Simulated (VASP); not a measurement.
# ZnS (F-43m) in VASP: vibrations by perturbation theory with PBE

Aim: the vibrations by perturbation theory of ZnS with PBE.

Program: VASP 6.6.1. These are calculated values, not measurements. Logs are shortened: lines on timing, memory, paths and dates and some standing lists are left out, and cuts for length are marked.

## Step 1: The cell of the first run

It takes space group F-43m (No. 216, cubic). The conventional cell has a = 5.442 Å, b = 5.442 Å, c = 5.442 Å, α = 90.00°, β = 90.00°, γ = 90.00°. Zn (site symmetry -43m) has 4 S at 2.36 Å within 3.1 Å. Within 3.1 Å of S (site symmetry -43m) lie 4 Zn at 2.36 Å.

## Step 2: Vibrations by perturbation theory, PBE

Contents of INCAR:

```
  PREC = Accurate
  ENCUT = 520
  EDIFF = 1E-8
  ISMEAR = 0
  SIGMA = 0.01
  LREAL = F
  LASPH = T
  NELM = 100
  ALGO = Normal
  ISIF = 2
  LWAVE = F
  LCHARG = F
  GGA = PE
  NBANDS = 16
  IBRION = 8
  NSW = 1
  LEPSILON = T
```

Contents of KPOINTS:

```
Automatic mesh
0
Gamma
  6 6 6
```

Contents of POSCAR:

```
ZnS
1.0
    0.0000000000      2.7211787029      2.7211787029
    2.7211787029      0.0000000000      2.7211787029
    2.7211787029      2.7211787029      0.0000000000
Zn S
1 1
Direct
    0.0000000000      0.0000000000      0.0000000000
    0.2500000000      0.2500000000      0.2500000000
```

Potentials or basis: VASP PAW PBE potentials, release 64 (Zn, S).

The run is started by

```bash
$ cat potpaw_PBE.64/Zn/POTCAR potpaw_PBE.64/S/POTCAR > POTCAR
$ mpirun -np 1 vasp_std > vasp.out
```

OUTCAR:

```text
PREC = Accurate
   ENCUT = 520
   EDIFF = 1E-8
   ISMEAR = 0
   LREAL = F
   LASPH = T
   NELM = 100
   ISIF = 2
   GGA = PE
   IBRION = 8
   NSW = 1
   LEPSILON = T

 ion  position               nearest neighbor table
   1  0.000  0.000  0.000-   2 2.36   2 2.36   2 2.36   2 2.36
   2  0.250  0.250  0.250-   1 2.36   1 2.36   1 2.36   1 2.36

  LATTYP: Found a face centered cubic cell.
 ALAT       =     5.4423574058

  Lattice vectors:

 A1 = (   0.0000000000,   2.7211787029,   2.7211787029)
 A2 = (   2.7211787029,   0.0000000000,   2.7211787029)
 A3 = (   2.7211787029,   2.7211787029,   0.0000000000)

Analysis of symmetry for initial positions (statically):
=====================================================================
 Subroutine PRICEL returns:
 Original cell was already a primitive cell.

 Routine SETGRP: Setting up the symmetry group for a
 face centered cubic supercell.

 Subroutine GETGRP returns: Found 24 space group operations
 (whereof 24 operations were pure point group operations)
 out of a pool of 48 trial point group operations.

The static configuration has the point symmetry T_d .

Analysis of symmetry for dynamics (positions and initial velocities):
=====================================================================
 Subroutine PRICEL returns:
 Original cell was already a primitive cell.

 Routine SETGRP: Setting up the symmetry group for a
 face centered cubic supercell.

 Subroutine GETGRP returns: Found 24 space group operations
 (whereof 24 operations were pure point group operations)
 out of a pool of 48 trial point group operations.

The dynamic configuration has the point symmetry T_d .

 Subroutine INISYM returns: Found 24 space group operations
 (whereof 24 operations are pure point group operations),
 and found     1 'primitive' translations

----------------------------------------------------------------------------------------

                                     Primitive cell

  volume of cell :      40.2996

  direct lattice vectors                    reciprocal lattice vectors
     0.000000000  2.721178703  2.721178703    -0.183743905  0.183743905  0.183743905
     2.721178703  0.000000000  2.721178703     0.183743905 -0.183743905  0.183743905
     2.721178703  2.721178703  0.000000000     0.183743905  0.183743905 -0.183743905

  length of vectors
     3.848327827  3.848327827  3.848327827     0.318253778  0.318253778  0.318253778

  position of ions in fractional coordinates (direct lattice)
     0.000000000  0.000000000  0.000000000
     0.250000000  0.250000000  0.250000000

  ion indices of the primitive-cell ions
   primitive index   ion index
                 1           1
                 2           2

----------------------------------------------------------------------------------------

 KPOINTS: Automatic mesh

Automatic generation of k-mesh.
 Grid dimensions read from file:
 generate k-points for:    6    6    6

 Generating k-lattice:

  Cartesian coordinates                     Fractional coordinates (reciprocal lattice)
    -0.030623984  0.030623984  0.030623984     0.166666667  0.000000000  0.000000000
     0.030623984 -0.030623984  0.030623984     0.000000000  0.166666667  0.000000000
     0.030623984  0.030623984 -0.030623984     0.000000000  0.000000000  0.166666667

  Length of vectors
     0.053042296  0.053042296  0.053042296

  Shift w.r.t. Gamma in fractional coordinates (k-lattice)
     0.000000000  0.000000000  0.000000000

 Subroutine IBZKPT returns following result:
 ===========================================

 Found     16 irreducible k-points:

 Following reciprocal coordinates:
            Coordinates               Weight
  0.000000  0.000000  0.000000      1.000000
  0.166667  0.000000  0.000000      8.000000
[... 397 lines left out ...]
  volume of cell :       40.30
      direct lattice vectors                 reciprocal lattice vectors
     0.000000000  2.721178703  2.721178703    -0.183743905  0.183743905  0.183743905
     2.721178703  0.000000000  2.721178703     0.183743905 -0.183743905  0.183743905
     2.721178703  2.721178703  0.000000000     0.183743905  0.183743905 -0.183743905

 POSITION                                       TOTAL-FORCE (eV/Angst)
 -----------------------------------------------------------------------------------
      0.00000      0.00000      0.00000         0.000000      0.000000     -0.000000
      1.36059      1.36059      1.36059        -0.000000     -0.000000      0.000000
 -----------------------------------------------------------------------------------
    total drift:                               -0.000000     -0.000000     -0.000000

  FREE ENERGIE OF THE ION-ELECTRON SYSTEM (eV)
  ---------------------------------------------------
  free  energy   TOTEN  =        -6.8495289777 eV

  energy  without entropy=       -6.8495289777  energy(sigma->0) =       -6.84952898

 HEAD OF MICROSCOPIC STATIC DIELECTRIC TENSOR (INDEPENDENT PARTICLE, excluding Hartree and local field effects)
 ------------------------------------------------------
           6.721332    -0.000000     0.000000
          -0.000000     6.721332    -0.000000
           0.000000    -0.000000     6.721332
 ------------------------------------------------------

 Free energy of the ion-electron system (eV)
  ---------------------------------------------------
  ---------------------------------------------------
  free energy    TOTEN  =        -0.64410669 eV

  energy without entropy =       -0.64410669

------------------------ aborting loop because EDIFF is reached ----------------------------------------

--------------------------------------- Ionic step        2  -------------------------------------------

------------------------ aborting loop because EDIFF is reached ----------------------------------------

--------------------------------------- Ionic step        3  -------------------------------------------

------------------------ aborting loop because EDIFF is reached ----------------------------------------

 PIEZOELECTRIC TENSOR FIELD DIRECTION 3  (e Angst)
 -----------------------------------------------------------------------------
    -0.00024 -1.75073  0.00000           (  0.00000  0.02643  0.00000)
    -1.75073 -0.00024  0.00000           (  0.02643  0.00000  0.00000)
     0.00000  0.00000 -0.00066           (  0.00000  0.00000 -0.00000)

 PIEZOELECTRIC TENSOR FIELD DIRECTION 3  (C/m^2)
 -----------------------------------------------------------------------------
    -0.00010 -0.69603  0.00000
    -0.69603 -0.00010  0.00000
     0.00000  0.00000 -0.00026

--------------------------------------- Ionic step        4  -------------------------------------------

------------------------ aborting loop because EDIFF is reached ----------------------------------------

[... ionic steps 5 to 6 ...]

--------------------------------------- Ionic step        7  -------------------------------------------

 Free energy of the ion-electron system (eV)
  ---------------------------------------------------
  ---------------------------------------------------
  free energy    TOTEN  =        -0.10587332 eV

  energy without entropy =       -0.10587332

------------------------ aborting loop because EDIFF is reached ----------------------------------------

 INTERNAL STRAIN TENSOR  FOR ION    2  DIRECTION 1   (eV/Angst):
 -----------------------------------------------------------------------------
     0.01062  0.00000  0.00000
     0.00000  0.00567 -4.82543
     0.00000 -4.82543  0.00567

 MACROSCOPIC STATIC DIELECTRIC TENSOR (including local field effects in DFT)
 ------------------------------------------------------
           6.349564     0.000000     0.000000
          -0.000000     6.349564     0.000000
           0.000000    -0.000000     6.349564
 ------------------------------------------------------

 PIEZOELECTRIC TENSOR (including local field effects)  for field in x, y, z        (e  Angst)
          XX          YY          ZZ          XY          YZ          ZX
  --------------------------------------------------------------------------------
  x     0.00000    -0.00000     0.00000     0.00000    -1.77294     0.00000
  y     0.00000     0.00000     0.00000     0.00000    -0.00000    -1.77294
  z     0.00000    -0.00000    -0.00000    -1.77294     0.00000     0.00000

 PIEZOELECTRIC TENSOR (including local field effects)  for field in x, y, z        (C/m^2)
          XX          YY          ZZ          XY          YZ          ZX
  --------------------------------------------------------------------------------
  x     0.00000    -0.00000     0.00000     0.00000    -0.70486     0.00000
  y     0.00000     0.00000     0.00000     0.00000    -0.00000    -0.70486
  z     0.00000    -0.00000    -0.00000    -0.70486     0.00000     0.00000

 BORN EFFECTIVE CHARGES (including local field effects) (in |e|, cummulative output)
 ---------------------------------------------------------------------------------
 ion    1
    1     2.09031     0.00000     0.00000
    2     0.00000     2.09031     0.00000
    3     0.00000     0.00000     2.09031
 ion    2
    1    -2.09031    -0.00000    -0.00000
    2    -0.00000    -2.09031    -0.00000
    3    -0.00000     0.00000    -2.09031

 INTERNAL STRAIN TENSOR FOR ION    2 for displacements in x,y,z  (eV/Angst):
          X           Y           Z          XY          YZ          ZX
  --------------------------------------------------------------------------------
  x     0.00000     0.00000     0.00000     0.00000    -4.82543     0.00000
  y    -0.00000    -0.00000    -0.00000     0.00000     0.00000    -4.82543
  z     0.00000     0.00000     0.00000    -4.82543     0.00000     0.00000

 SECOND DERIVATIVES (NOT SYMMETRIZED)
 ------------------------------------
               1X          1Y          1Z          2X          2Y          2Z
  1X    -5.408109    0.000000    0.000000    5.408109    0.000000    0.000000
  1Y     0.000000   -5.408109    0.000000    0.000000    5.408109    0.000000
  1Z     0.000000    0.000000   -5.408109    0.000000    0.000000    5.408109
  2X     5.401845    0.000000    0.000000   -5.401845    0.000000    0.000000
  2Y     0.000000    5.401845    0.000000    0.000000   -5.401845    0.000000
  2Z     0.000000    0.000000    5.401845    0.000000    0.000000   -5.401845

 Eigenvectors and eigenvalues of the dynamical matrix
 ----------------------------------------------------

   1 f  =    7.834853 THz    49.227834 2PiTHz  261.342569 cm-1    32.402334 meV
             X         Y         Z           dx          dy          dz
      0.000000  0.000000  0.000000    -0.573835    0.000000   -0.000000
      1.360589  1.360589  1.360589     0.818971   -0.000000   -0.000000
[... 21 lines left out ...]
   6 f/i=    0.002133 THz     0.013405 2PiTHz    0.071165 cm-1     0.008823 meV
             X         Y         Z           dx          dy          dz
      0.000000  0.000000  0.000000    -0.154258    0.349332    0.724489
      1.360589  1.360589  1.360589    -0.108085    0.244770    0.507634

--------------------------------------------------------------------------------------------------------

 MACROSCOPIC STATIC DIELECTRIC TENSOR IONIC CONTRIBUTION
 ------------------------------------------------------
           3.629886     0.000000    -0.000000
           0.000000     3.629886     0.000000
          -0.000000     0.000000     3.629886
 ------------------------------------------------------

 ELASTIC MODULI CONTR FROM IONIC RELAXATION (kBar)
 Direction    XX          YY          ZZ          XY          YZ          ZX
 --------------------------------------------------------------------------------
 XX          -0.0000     -0.0000     -0.0000      0.0000      0.0000     -0.0000
 YY          -0.0000     -0.0000     -0.0000      0.0000      0.0000     -0.0000
 ZZ          -0.0000     -0.0000     -0.0000      0.0000      0.0000     -0.0000
 XY           0.0000      0.0000      0.0000   -171.0083      0.0000     -0.0000
 YZ           0.0000      0.0000      0.0000      0.0000   -171.0083     -0.0000
 ZX          -0.0000     -0.0000     -0.0000     -0.0000     -0.0000   -171.0083
 --------------------------------------------------------------------------------

 PIEZOELECTRIC TENSOR IONIC CONTR  for field in x, y, z        (C/m^2)
          XX          YY          ZZ          XY          YZ          ZX
  --------------------------------------------------------------------------------
  x    -0.00000    -0.00000    -0.00000    -0.00000     0.74136     0.00000
  y     0.00000     0.00000     0.00000     0.00000     0.00000     0.74136
  z    -0.00000    -0.00000    -0.00000     0.74136    -0.00000     0.00000
```

It took 6.4 min on 1 thread of AMD EPYC 7R43 (Zen 3), shared host; peak memory 0.2 GiB.

Results:

```yaml
Electronic_dielectric_tensor_diagonal: 6.35
Born_charges_mean_of_the_diagonal: Zn +2.09; S -2.09 e
Highest_phonon_frequency_at_Γ_LO-TO_splitting_left_out: 261 cm⁻¹
```

Phonon frequencies in cm⁻¹ (negative: imaginary):
| q point | frequencies |
| --- | --- |
| (0.000, 0.000, 0.000) | 0 0 0 261 261 261 |

Electronic dielectric tensor:
```
6.35 0.00 0.00
0.00 6.35 0.00
0.00 0.00 6.35
```

Born effective charge tensors (e):
atom 1, Zn
```
2.09 0.00 0.00
0.00 2.09 0.00
0.00 0.00 2.09
```
atom 2, S
```
-2.09  0.00  0.00
 0.00 -2.09  0.00
 0.00  0.00 -2.09
```
